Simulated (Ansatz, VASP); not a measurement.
**Two plane-wave programs on Co**

POSCAR

```
Co
1.0
    2.5190164704      0.0000000000      0.0000000000
   -1.2595082352      2.1815322559      0.0000000000
    0.0000000000      0.0000000000      8.2468668932
Co
4
Direct
    0.6666666667      0.3333333333      0.7500000000
    0.0000000000      0.0000000000      0.5000000000
    0.3333333333      0.6666666667      0.2500000000
    0.0000000000      0.0000000000      0.0000000000
```

Contents of INCAR.step1:

```
PREC = Accurate
ENCUT = 520
ISMEAR = -1
SIGMA = 0.05
LREAL = F
LASPH = T
NELM = 150
ISPIN = 2
MAGMOM = 2 2 2 2
LMAXMIX = 4
NBANDS = 30
GGA = PE
ALGO = Normal
EDIFF = 1E-4
LWAVE = T
LCHARG = F
```

File INCAR.step2:

```
PREC = Accurate
ENCUT = 520
EDIFF = 1E-6
ISMEAR = -1
SIGMA = 0.05
LREAL = F
LASPH = T
NELM = 150
ALGO = Normal
ISIF = 2
LWAVE = F
LCHARG = F
ISPIN = 2
MAGMOM = 2 2 2 2
LORBIT = 11
LMAXMIX = 4
METAGGA = R2SCAN
LMIXTAU = T
NBANDS = 30
ISTART = 1
```

File KPOINTS:

```
Automatic mesh
0
Gamma
  12 12 4
```

The input input.yaml:

```yaml
crystal:
  lattice:
    - [2.5190164704, 0.0, 0.0]
    - [-1.2595082352, 2.1815322559, 0.0]
    - [0.0, 0.0, 8.2468668932]
  atoms:
    - { symbol: Co, position: [0.6666666667, 0.3333333333, 0.75], spin: 2.0 }
    - { symbol: Co, position: [0.0, 0.0, 0.5], spin: 2.0 }
    - { symbol: Co, position: [0.3333333333, 0.6666666667, 0.25], spin: 2.0 }
    - { symbol: Co, position: [0.0, 0.0, 0.0], spin: 2.0 }
hamiltonian:
  xc: r2scan
  pseudopotentials: { kind: paw }
magnetization:
  spin_polarized: true
kpoints:
  mp_grid: { grid: [12, 12, 4] }
scf:
  occupations: { method: fermi_dirac, width: 0.05 }
output:
  forces: true
  stress: true
  eigenvalues: true
  write_density: true
  write_potential: true
  elf: true
  volumetric_format: npy
```

Alike in both runs: task single point; functional r2SCAN; k mesh 12 × 12 × 4; occupations fermi-dirac, width 0.05 eV; collinear spin.

|  | VASP | Ansatz |
| --- | --- | --- |
| version | VASP 6.6.1 | Ansatz 0.2.0 |
| potentials or method | VASP PAW PBE potentials, release 64 (Co) | Ansatz PAW |
| plane-wave cutoff (eV) | 520 | 500 |
| valence electrons in the cell | 36 | 68 |

Ansatz gave:

| Item | Value |
| --- | --- |
| gap on the k mesh at the Fermi level (eV) | none |
| pressure (GPa) | -11.9 |
| traceless stress, the component that is largest in VASP (GPa) | 0.31 |
| net moment per atom (μB) | 1.78 |
| size of the moment on the site where the two differ most (μB) | 1.94 |

Question: What did VASP give for the same quantities?

Answer: gap on the k mesh at the Fermi level (eV): none; pressure (GPa): -11.8; traceless stress, the component that is largest in VASP (GPa): 0.34; net moment per atom (μB): 1.78; size of the moment on the site where the two differ most (μB): 1.87.

VASP's potentials were made for PBE, not for r2SCAN. Site moments also hang on the region over which each program counts them. A gap of «none» marks a metal or a gap that the smearing closes. VASP's potentials hold 36 valence electrons a cell and Ansatz's 68, so a difference there can come from the potentials and not from the codes.

Noted on Ansatz's run: the magnetic or orbital state may not be the lowest.
